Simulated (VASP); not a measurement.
Runs of VASP 6.6.1 on LaTe. The structure is that of space group Fm-3m (No. 225), or close to it. The cells are those of the table. 

| task | cell | gap on the mesh (eV) | pressure (GPa) |
| --- | --- | --- | --- |
| single point | a = 4.601 Å, angles 60.0°, 2 atoms | none | -4.1 |
| single point | a = 4.587, b = 4.587, c = 4.541 Å, angles 60.3, 60.3, 59.3°, 2 atoms | none | -3.1 |
| single point | a = 4.518, b = 4.518, c = 4.541 Å, angles 59.8, 59.8, 60.3°, 2 atoms | none | -1.5 |
| single point | a = 4.518, b = 4.518, c = 4.496 Å, angles 60.2, 60.2, 59.7°, 2 atoms | none | -0.9 |
| electric field gradients | a = 4.587, b = 4.587, c = 4.541 Å, angles 60.3, 60.3, 59.3°, 2 atoms | none | -3.1 |
| electric field gradients | a = 4.564, b = 4.564, c = 4.541 Å, angles 60.2, 60.2, 59.7°, 2 atoms | none | -2.7 |
| single point | a = 4.496, b = 4.496, c = 4.450 Å, angles 60.3, 60.3, 59.3°, 2 atoms | none | 0.4 |
| single point | a = 4.526 Å, angles 60.0°, 2 atoms | none | -1.5 |
| single point | a = 4.630 Å, angles 60.0°, 2 atoms | none | (a) |
| electric field gradients | a = 4.448 Å, angles 60.0°, 2 atoms | none | (b) |
| single point | a = 4.511 Å, angles 60.0°, 2 atoms | none | -0.9 |

Alike in all rows: level LDA; potentials or basis VASP PAW LDA potentials, release 64 (La, Te); no spin polarisation; k mesh 10 × 10 × 10; cutoff (eV) 520; smearing fermi-dirac 0.08 eV.

Task: Fill in the values left out.

Result: (a) -4.9; (b) 1.9.

Caveats: spin-orbit coupling is left out, which moves the levels of the heavy elements.

A k mesh can miss the band edges, and the runs leave out spin-orbit coupling on La, Te.

A gap of «none» marks levels without a gap at the run's occupations.
